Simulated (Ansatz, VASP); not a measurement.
# Two plane-wave programs on ZrInS3

```
Zr In S
1.0
     3.48619    0.00000    0.00000
     0.00000    3.48619    0.00000
     0.00000    0.00000   10.69388
Zr In S
1 1 3
Direct
  0.50000 0.50000 0.00000
  0.50000 0.50000 0.50000
  0.00000 0.00000 0.13350
  0.00000 0.00000 0.86650
  0.00000 0.00000 0.50000
```

Alike in both runs: functional PBE; k mesh 4 × 4 × 2; occupations gaussian, width 0.1 eV; no spin polarisation.

Ansatz relaxed the structure, and its values are those at the end. VASP's run is a single point on that final structure, the one shown.

|  | VASP | Ansatz |
| --- | --- | --- |
| version | VASP 6.6.1 | Ansatz 0.2.0 |
| potentials or method | VASP PAW PBE potentials, release 64 (Zr_sv, In_d, S), cutoff 520 eV | scalar-relativistic, plane waves, PAW |
| valence electrons in the cell | 43 | 43 |

```csv
,VASP,Ansatz,Ansatz less VASP
gap on the k mesh at the Fermi level (eV),none,none,-
pressure (GPa),0.0,0.0,+0.04
```

A gap of «none» marks a metal or a gap that the smearing closes. The functional is the same, so the differences come from potentials, cutoffs and numerics.

The k mesh is coarse, so the values compare programs but aren't converged.
